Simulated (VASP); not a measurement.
# Hf (I4/mmm) in VASP: notebook, part 2 of 2

VASP 6.6.1. The steps go on from the part before.

## Step 4: Single point, r2SCAN (strain +0.050 along x and y, +0.000 along z)

Input file POSCAR:

```
Hf
1.0
   -1.8952500000      1.8952500000      1.8050000000
    1.8952500000     -1.8952500000      1.8050000000
    1.8952500000      1.8952500000     -1.8050000000
Hf
1
Direct
    0.0000000000      0.0000000000      0.0000000000
```

Input file INCAR.step1:

```
SYSTEM = Hf
  PREC = Accurate
  ENCUT = 520
  ISMEAR = 0
  SIGMA = 0.15
  LREAL = .FALSE.
  LASPH = .TRUE.
  NELM = 60
  NBANDS = 11
  GGA = PE
  ALGO = Normal
  EDIFF = 1E-4
  LWAVE = .TRUE.
  LCHARG = .FALSE.
```

Input file INCAR.step2:

```
SYSTEM = Hf
  PREC = Accurate
  ENCUT = 520
  EDIFF = 1E-6
  ISMEAR = 0
  SIGMA = 0.15
  LREAL = .FALSE.
  LASPH = .TRUE.
  NELM = 60
  ALGO = Normal
  ISIF = 2
  LWAVE = .FALSE.
  LCHARG = .TRUE.
  METAGGA = R2SCAN
  LMIXTAU = .TRUE.
  LELF = .TRUE.
  LVHAR = .TRUE.
  NBANDS = 11
  ISTART = 1
```

Input file KPOINTS:

```
regular mesh
0
G
  18 18 18
  0 0 0
```

Potentials or basis: VASP PAW PBE potentials, release 64 (Hf_pv).

On the command line:

```
$ cat potpaw_PBE.64/Hf_pv/POTCAR > POTCAR
$ cp INCAR.step1 INCAR
$ mpirun -np 1 vasp_std > vasp.out
$ cp INCAR.step2 INCAR
$ mpirun -np 1 vasp_std > vasp.out
```

OUTCAR:

```text
SYSTEM = Hf
   PREC = Accurate
   ENCUT = 520
   EDIFF = 1E-6
   ISMEAR = 0
   LREAL = .FALSE.
   LASPH = .TRUE.
   NELM = 60
   ISIF = 2
   METAGGA = R2SCAN
   ISTART = 1

 ion  position               nearest neighbor table
   1  0.000  0.000  0.000-

  LATTYP: Found a body centered tetragonal cell.
 ALAT       =     3.7905000000
 C/A-ratio  =     0.9523809524

  Lattice vectors:

 A1 = (  -1.8952500000,   1.8952500000,   1.8050000000)
 A2 = (   1.8952500000,  -1.8952500000,   1.8050000000)
 A3 = (   1.8952500000,   1.8952500000,  -1.8050000000)

Analysis of symmetry for initial positions (statically):
=====================================================================
 Subroutine PRICEL returns:
 Original cell was already a primitive cell.

 Routine SETGRP: Setting up the symmetry group for a
 body centered tetragonal supercell.

 Subroutine GETGRP returns: Found 16 space group operations
 (whereof 16 operations were pure point group operations)
 out of a pool of 16 trial point group operations.

The static configuration has the point symmetry D_4h.

Analysis of symmetry for dynamics (positions and initial velocities):
=====================================================================
 Subroutine PRICEL returns:
 Original cell was already a primitive cell.

 Routine SETGRP: Setting up the symmetry group for a
 body centered tetragonal supercell.

 Subroutine GETGRP returns: Found 16 space group operations
 (whereof 16 operations were pure point group operations)
 out of a pool of 16 trial point group operations.

The dynamic configuration has the point symmetry D_4h.

 Subroutine INISYM returns: Found 16 space group operations
 (whereof 16 operations are pure point group operations),
 and found     1 'primitive' translations

----------------------------------------------------------------------------------------

                                     Primitive cell

  volume of cell :      25.9340
[... 112 lines left out ...]
   METAGGA = R2SCAN    functional components
   LHFCALC =     F    Hartree Fock is set to
   AEXX    =    0.0000 exact exchange contribution
   IVDW    =     0    specifies the selected vdW correction
   LEPSILON=     F    determine dielectric tensor
   LRPA    =     F    only Hartree local field effects (RPA)
 non-spin polarized calculation
 Gauss-broadening in eV      SIGMA  =   0.15
  energy-cutoff  :      520.00
  volume of cell :       25.93
 maximum number of plane-waves:       712
   NGX = 13   NGY = 13   NGZ = 13

 number of electron      10.0000000 magnetization

 Free energy of the ion-electron system (eV)
  ---------------------------------------------------
  ext. energy  EPLUGINS =         0.00000000
  ---------------------------------------------------
  free energy    TOTEN  =       -44.78736347 eV

  energy without entropy =      -44.76263798  energy(sigma->0) =      -44.77500072

 E-fermi :   3.5404     XC(G=0): -11.4521

 val. band max:        3.5355744659   @ k =   0.5000   0.3889   0.0556
 cond. band min:       3.5442158765   @ k =  -0.1111   0.5000   0.1111
 fundamental gap:      0.0086414105
 Fermi energy:         3.5403679717

 k-point     1 :       0.0000    0.0000    0.0000
  band No.  band energies     occupation
      1     -28.0885      2.00000
      2     -28.0885      2.00000
      3     -28.0848      2.00000
      4      -3.3787      2.00000
      5       4.7964      0.00000
      6       5.3158      0.00000
      7       5.3159      0.00000
      8       7.1879      0.00000
      9       7.8659      0.00000
     10      15.0455      0.00000
     11      16.5158      0.00000
[... 309 lines left out ...]
 k-point    24 :      -0.2222    0.0556   -0.0000
  band No.  band energies     occupation
      1     -28.2638      2.00000
      2     -28.1437      2.00000
      3     -28.0940      2.00000
      4      -2.1468      2.00000
      5       4.2708      0.00000
      6       4.6152      0.00000
      7       6.3316      0.00000
      8       6.9370      0.00000
      9       7.7115      0.00000
     10      15.0450      0.00000
     11      17.0561      0.00000

 [... further k-points ...]

------------------------ aborting loop because EDIFF is reached ----------------------------------------

  FORCE on cell =-STRESS in cart. coord.  units (eV):
  Direction    XX          YY          ZZ          XY          YZ          ZX
  --------------------------------------------------------------------------------------
  -------------------------------------------------------------------------------------
  Total       -1.9177910     -1.9177910     -2.3762867      0.0000000      0.0000000      0.0000000
  in kB     -118.4790759   -118.4790759   -146.8044462      0.0000000      0.0000000      0.0000000
  external PRESSURE =    -127.9208660 kB  Pullay stress =       0.0000000 kB

 VOLUME and BASIS-vectors are now :
 -----------------------------------------------------------------------------
  energy-cutoff  :      520.00
  volume of cell :       25.93
      direct lattice vectors                 reciprocal lattice vectors
    -1.895250000  1.895250000  1.805000000     0.000000000  0.263817438  0.277008310
     1.895250000 -1.895250000  1.805000000     0.263817438  0.000000000  0.277008310
     1.895250000  1.895250000 -1.805000000     0.263817438  0.263817438  0.000000000

 POSITION                                       TOTAL-FORCE (eV/Angst)
 -----------------------------------------------------------------------------------
      0.00000      0.00000      0.00000         0.000000     -0.000000      0.000000
 -----------------------------------------------------------------------------------
    total drift:                                0.000000      0.000000      0.000000

  FREE ENERGIE OF THE ION-ELECTRON SYSTEM (eV)
  ---------------------------------------------------
  free  energy   TOTEN  =       -44.7873634659 eV

  energy  without entropy=      -44.7626379824  energy(sigma->0) =      -44.77500072
```

OUTCAR.step1:

```text
SYSTEM = Hf
   PREC = Accurate
   ENCUT = 520
   ISMEAR = 0
   LREAL = .FALSE.
   LASPH = .TRUE.
   NELM = 60
[... 553 lines left out ...]
 -----------------------------------------------------------------------------------
      0.00000      0.00000      0.00000         0.000000      0.000000     -0.000000
 -----------------------------------------------------------------------------------
    total drift:                                0.000000      0.000000     -0.000000

  FREE ENERGIE OF THE ION-ELECTRON SYSTEM (eV)
  ---------------------------------------------------
  free  energy   TOTEN  =        -9.6054452591 eV

  energy  without entropy=       -9.5782514654  energy(sigma->0) =       -9.59184836
```

OSZICAR.step1:

```text
N       E                     dE             d eps       ncg     rms          rms(c)
DAV:   1     0.124014440132E+02    0.12401E+02   -0.56414E+03 10600   0.822E+02
DAV:   2    -0.957497619506E+01   -0.21976E+02   -0.21346E+02 13511   0.151E+02
DAV:   3    -0.100632841759E+02   -0.48831E+00   -0.48061E+00 13285   0.152E+01
DAV:   4    -0.100657761096E+02   -0.24919E-02   -0.24909E-02 12001   0.132E+00
DAV:   5    -0.100657953035E+02   -0.19194E-04   -0.19193E-04 13318   0.101E-01    0.424E+01
DAV:   6    -0.971453491944E+01    0.35126E+00   -0.31320E-01 11604   0.398E+00    0.241E+01
DAV:   7    -0.961088998597E+01    0.10364E+00   -0.39400E-01 11934   0.429E+00    0.102E+00
DAV:   8    -0.960558138566E+01    0.53086E-02   -0.28318E-02 11567   0.122E+00    0.449E-01
DAV:   9    -0.960543884026E+01    0.14255E-03   -0.65239E-04 12717   0.214E-01    0.590E-02
DAV:  10    -0.960544525906E+01   -0.64188E-05   -0.58278E-05  7084   0.583E-02
   1 F= -.96054453E+01 E0= -.95918484E+01  d E =-.271938E-01
```

It took 2.7 min on 1 thread of Intel Xeon Platinum 8488C (Sapphire Rapids), shared host; peak memory 0.25 GiB.

Results:

```yaml
Free_energy: -44.7874 eV
Pressure: -12.8 GPa
Band_gap_on_the_k_mesh: zero (bands 5 and 6 overlap by 2.19 eV)
```

Levels at points of the mesh, in eV from the Fermi level:
```csv
k point,band 3,band 4,band 5,band 6,band 7,band 8
"(0.00, 0.00, 0.00)",-31.63,-6.92,1.26,1.78,1.78,3.65
"(0.50, 0.00, 0.00)",-31.64,-3.03,-0.37,0.47,3.91,4.87
"(0.50, 0.50, 0.00)",-31.62,-3.15,0.16,0.20,3.38,4.48
"(0.50, 0.50, 0.50)",-31.95,-2.17,-2.08,5.96,5.96,5.97
```

Caveat: the cell differs from its parent crystal (strain +0.050 along x and y, +0.000 along z); the cell stands under tension; the PAW data sets were made with another functional, which shifts forces and pressure a little; spin-orbit coupling is left out, which moves the levels of the heavy elements.

## Step 5: Single point, r2SCAN (strain +0.025 along x and y, +0.050 along z)

Input file POSCAR:

```
Hf
1.0
   -1.8501250000      1.8501250000      1.8952500000
    1.8501250000     -1.8501250000      1.8952500000
    1.8501250000      1.8501250000     -1.8952500000
Hf
1
Direct
    0.0000000000      0.0000000000      0.0000000000
```

Input file INCAR.step1:

```
PREC = Accurate
ENCUT = 520
ISMEAR = 0
SIGMA = 0.15
LREAL = F
LASPH = T
NELM = 60
NBANDS = 11
GGA = PE
ALGO = Normal
EDIFF = 1E-4
LWAVE = T
LCHARG = F
```

Input file INCAR.step2:

```
PREC = Accurate
ENCUT = 520
EDIFF = 1E-6
ISMEAR = 0
SIGMA = 0.15
LREAL = F
LASPH = T
NELM = 60
ALGO = Normal
ISIF = 2
LWAVE = F
LCHARG = F
METAGGA = R2SCAN
LMIXTAU = T
NBANDS = 11
ISTART = 1
```

Input file KPOINTS:

```
Automatic mesh
0
Gamma
  18 18 18
```

On the command line:

```
$ cat potpaw_PBE.64/Hf_pv/POTCAR > POTCAR
$ cp INCAR.step1 INCAR
$ mpirun -np 1 vasp_std > vasp.out
$ cp INCAR.step2 INCAR
$ mpirun -np 1 vasp_std > vasp.out
```

Wall time 2.7 min (1 thread of Intel Xeon Platinum 8488C (Sapphire Rapids), shared host); peak memory 0.25 GiB.

The run converged. Its results:

```yaml
Free_energy: -44.7796 eV
Pressure: -12.8 GPa
Band_gap_on_the_k_mesh: zero (bands 5 and 6 overlap by 2.21 eV)
```

Stress tensor (GPa, compression positive):
```
-13.38   0.00   0.00
  0.00 -13.38   0.00
  0.00   0.00 -11.67
```

Levels at points of the mesh, in eV from the Fermi level:
```
           k point  band 1  band 2  band 3  band 4  band 5  band 6  band 7  band 8  band 9  band 10
(0.00, 0.00, 0.00)  -31.63  -31.63  -31.63   -6.91    1.51    1.51    1.75    3.84    4.16    11.50
(0.50, 0.00, 0.00)  -32.13  -31.79  -31.63   -3.09   -0.11    0.34    3.68    4.64    6.63     8.78
(0.50, 0.50, 0.00)  -32.13  -31.80  -31.64   -3.03   -0.37    0.46    4.01    4.75    6.67     8.88
(0.50, 0.50, 0.50)  -32.00  -31.98  -31.98   -2.14   -2.09    5.96    5.97    6.01    6.01     6.53
```

Caveat: the cell differs from its parent crystal (strain +0.025 along x and y, +0.050 along z); the cell stands under tension; the PAW data sets were made with another functional, which shifts forces and pressure a little; spin-orbit coupling is left out, which moves the levels of the heavy elements.

## Step 6: Single point, r2SCAN (strain +0.050 along x and y, +0.025 along z)

Input file POSCAR:

```
Hf
1.0
   -1.8952500000      1.8952500000      1.8501250000
    1.8952500000     -1.8952500000      1.8501250000
    1.8952500000      1.8952500000     -1.8501250000
Hf
1
Direct
    0.0000000000      0.0000000000      0.0000000000
```

Input file INCAR.step1:

```
SYSTEM = Hf
PREC = Accurate
ENCUT = 520
ISMEAR = 0
SIGMA = 0.15
LREAL = .FALSE.
LASPH = .TRUE.
NELM = 100
NBANDS = 11
GGA = PE
ALGO = Normal
EDIFF = 1E-4
LWAVE = .TRUE.
LCHARG = .FALSE.
```

Input file INCAR.step2:

```
SYSTEM = Hf
PREC = Accurate
ENCUT = 520
EDIFF = 1E-7
ISMEAR = 0
SIGMA = 0.15
LREAL = .FALSE.
LASPH = .TRUE.
NELM = 100
ALGO = Normal
ISIF = 2
LWAVE = .FALSE.
LCHARG = .FALSE.
METAGGA = R2SCAN
LMIXTAU = .TRUE.
NBANDS = 11
ISTART = 1
```

Input file KPOINTS:

```
regular mesh
0
G
  18 18 18
  0 0 0
```

Potentials or basis: VASP PAW PBE potentials, release 64 (Hf_pv).

On the command line:

```
$ cat potpaw_PBE.64/Hf_pv/POTCAR > POTCAR
$ cp INCAR.step1 INCAR
$ mpirun -np 1 vasp_std > vasp.out
$ cp INCAR.step2 INCAR
$ mpirun -np 1 vasp_std > vasp.out
```

Run time: 2.8 min. Hardware: 1 thread of Intel Xeon Platinum 8488C (Sapphire Rapids), shared host; peak memory 0.25 GiB.

Results (log left out):

* Free energy: -44.7263 eV
* Pressure: -14.2 GPa
* Band gap on the k mesh: zero (bands 5 and 6 overlap by 2.17 eV)

Stress tensor (GPa, compression positive):
```
-13.60   0.00   0.00
  0.00 -13.60   0.00
  0.00   0.00 -15.34
```

Levels at points of the mesh, in eV from the Fermi level:
| k point | band 1 | band 2 | band 3 | band 4 | band 5 | band 6 | band 7 | band 8 | band 9 | band 10 |
| --- | --- | --- | --- | --- | --- | --- | --- | --- | --- | --- |
| (0.00, 0.00, 0.00) | -31.73 | -31.73 | -31.73 | -6.83 | 1.39 | 1.64 | 1.64 | 3.75 | 4.07 | 11.40 |
| (0.50, 0.00, 0.00) | -32.19 | -31.89 | -31.74 | -2.99 | -0.26 | 0.36 | 3.78 | 4.60 | 6.46 | 8.55 |
| (0.50, 0.50, 0.00) | -32.19 | -31.88 | -31.73 | -3.05 | -0.01 | 0.24 | 3.50 | 4.45 | 6.43 | 8.45 |
| (0.50, 0.50, 0.50) | -32.07 | -32.07 | -32.05 | -2.06 | -2.01 | 5.81 | 5.81 | 5.85 | 5.99 | 5.99 |

Caveat: the cell differs from its parent crystal (strain +0.050 along x and y, +0.025 along z); the cell stands under tension; the PAW data sets were made with another functional, which shifts forces and pressure a little; spin-orbit coupling is left out, which moves the levels of the heavy elements.

## Step 7: Summary

```tsv
cell	gap on the mesh (eV)	pressure (GPa)
a = 3.023 Å, angles 110.9, 110.9, 106.7°, 1 atom	none	4.5
a = 3.022 Å, angles 108.8, 108.8, 110.9°, 1 atom	none	4.3
a = 3.231 Å, angles 108.2, 108.2, 112.1°, 1 atom	none	-12.8
a = 3.231 Å, angles 110.1, 110.1, 108.2°, 1 atom	none	-12.8
a = 3.257 Å, angles 108.8, 108.8, 110.8°, 1 atom	none	-14.2
```

Alike in all rows: task single point; level r2SCAN; potentials or basis VASP PAW PBE potentials, release 64 (Hf_pv); no spin polarisation; k mesh 18 × 18 × 18; cutoff (eV) 520; smearing gaussian 0.15 eV.

Caveats: the PAW data sets were made with another functional, which shifts forces and pressure a little; spin-orbit coupling is left out, which moves the levels of the heavy elements; the cell stands under tension (at least some runs); the cell stands under pressure (at least some runs).

Absolute energies hang on the potentials; compare differences alone.
